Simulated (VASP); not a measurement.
Runs of VASP 6.6.1 on Te. The structure is that of space group P6/mmm (No. 191), or close to it. The cells are those of the table. This isn't the form of Te at room conditions, which is trigonal, of chains.

```csv
task,cell,k mesh,cutoff (eV),gap on the mesh (eV),pressure (GPa),relaxed volume (Å³/atom)
single point,"a = 5.793, b = 5.793, c = 3.054 Å, angles 90.0, 90.0, 120.0°, 3 atoms",9 × 9 × 16,520,none,0.0,-
single point,"a = 6.028, b = 6.028, c = 3.695 Å, angles 90.0, 90.0, 120.0°, 3 atoms",6 × 6 × 6,520,none,-7.8,-
single point,"a = 5.624, b = 5.624, c = 3.166 Å, angles 90.0, 90.0, 120.0°, 3 atoms",3 × 3 × 6,520,none,-0.1,-
relaxation of cell and atoms,"relaxed from a = 5.624, b = 5.624, c = 3.166 Å, angles 90.0, 90.0, 120.0°, 3 atoms",6 × 6 × 6,600,none,-0.1,(a)
single point,"a = 5.758, b = 5.758, c = 3.058 Å, angles 90.0, 90.0, 120.0°, 3 atoms",6 × 6 × 6,520,none,-0.1,-
relaxation of cell and atoms,"relaxed from a = 6.028, b = 6.028, c = 3.695 Å, angles 90.0, 90.0, 120.0°, 3 atoms",3 × 3 × 6,600,none,0.0,28.86
```

Alike in all rows: level r2SCAN; potentials or basis VASP PAW PBE potentials, release 64 (Te); no spin polarisation; smearing gaussian 0.1 eV.

Question: Fill in the values left out.

Answer: (a) 29.26.

Caveats: some runs use coarse meshes; the PAW data sets were made with another functional, which shifts forces and pressure a little; spin-orbit coupling is left out, which moves the levels of the heavy elements; the cell stands under tension (at least some runs); the volume moved by over 15 % at a fixed basis, so the end points are rough (at least some runs).

A k mesh can miss the band edges, and the runs leave out spin-orbit coupling on Te.

A gap of «none» marks levels without a gap at the run's occupations.
